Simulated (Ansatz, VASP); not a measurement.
## One calculation of CdS, two programs

```xyz
4
Lattice="4.1914 0.0000 0.0000 -2.0957 3.6299 0.0000 0.0000 0.0000 6.5678" Properties=species:S:1:pos:R:3 pbc="T T T"
Cd    0.0000    2.4199    0.0000
Cd    2.0957    1.2100    3.2839
S     0.0000    2.4199    2.5286
S     2.0957    1.2100    5.8125
```

Alike in both runs: task single point; functional r2SCAN; k mesh 12 × 12 × 6; occupations gaussian, width 0.05 eV; no spin polarisation.

|  | VASP | Ansatz |
| --- | --- | --- |
| version | VASP 6.6.1 | Ansatz 0.2.0 |
| potentials or method | VASP PAW PBE potentials, release 64 (Cd, S), cutoff 520 eV | scalar-relativistic, plane waves, PAW |
| valence electrons in the cell | 36 | 52 |

|  | VASP | Ansatz | Ansatz less VASP |
| --- | --- | --- | --- |
| gap on the k mesh at the Fermi level (eV) | 1.66 | 1.67 | +0.007 |
| least direct gap on the mesh (eV) | 1.66 | 1.67 | +0.007 |
| pressure (GPa) | 1.3 | 1.0 | -0.34 |
| traceless stress, the component that is largest in VASP (GPa) | 1.26 | 1.24 | -0.018 |
| rms of the force components (eV/Å) | 0.022 | 0.021 | -0.0013 |

VASP's potentials were made for PBE, not for r2SCAN. Atom by atom the forces differ by 0.001 eV/Å (rms over components). With one functional, cell and mesh, what is left measures potentials, basis and numerics. VASP's potentials hold 36 valence electrons a cell and Ansatz's 52, so a difference there can come from the potentials and not from the codes.
